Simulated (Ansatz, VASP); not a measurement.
Mg: VASP beside Ansatz

```xyz
1
Lattice="-1.7369 1.7369 1.6981 1.7369 -1.7369 1.6981 1.7369 1.7369 -1.6981" Properties=species:S:1:pos:R:3 pbc="T T T"
Mg    0.0000    0.0000    0.0000
```

Alike in both runs: task single point; functional PBEsol; k mesh 18 × 18 × 18; occupations gaussian, width 0.15 eV; no spin polarisation.

|  | VASP | Ansatz |
| --- | --- | --- |
| version | VASP 6.6.1 | Ansatz 0.2.0 |
| potentials or method | VASP PAW PBE potentials, release 64 (Mg), cutoff 520 eV | scalar-relativistic, plane waves, PAW |
| valence electrons in the cell | 2 | 10 |

```tsv
	VASP	Ansatz	Ansatz less VASP
gap on the k mesh at the Fermi level (eV)	none	none	-
pressure (GPa)	4.1	4.1	+0.01
```

VASP's potentials were made for PBE, not for PBEsol. A gap of «none» marks a metal or a gap that the smearing closes. VASP's potentials hold 2 valence electrons a cell and Ansatz's 10, so a difference there can come from the potentials and not from the codes.
